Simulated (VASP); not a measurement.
Runs of VASP 6.6.1 on AgBr. The structure is that of space group Fm-3m (No. 225), or close to it. The cells are those of the table. 

| level | cell | cutoff (eV) | gap on the mesh (eV) | pressure (GPa) |
| --- | --- | --- | --- | --- |
| PBE | a = 4.088 Å, angles 60.0°, 2 atoms | 500 | (a) | 1.3 |
| r2SCAN | a = 4.050 Å, angles 60.0°, 2 atoms | 550 | 1.25 | 1.4 |
| r2SCAN | a = 4.007 Å, angles 60.0°, 2 atoms | 550 | 1.25 | (b) |
| PBE | a = 4.211 Å, angles 60.0°, 2 atoms | 500 | 0.72 | -1.9 |
| PBE | a = 4.045 Å, angles 60.0°, 2 atoms | 500 | (c) | 2.8 |

Alike in all rows: task single point; potentials or basis VASP PAW PBE potentials, release 64 (Ag, Br); no spin polarisation; k mesh 6 × 6 × 6; smearing gaussian 0.01 eV.

Problem. Fill in the values left out.

Solution. (a) 0.68; (b) 3.3; (c) 0.67.

Caveats: the PAW data sets were made with another functional, which shifts forces and pressure a little (at least some runs); the cell stands under pressure (at least some runs).

A k mesh can miss the band edges, and the runs leave out spin-orbit coupling on Ag, Br.
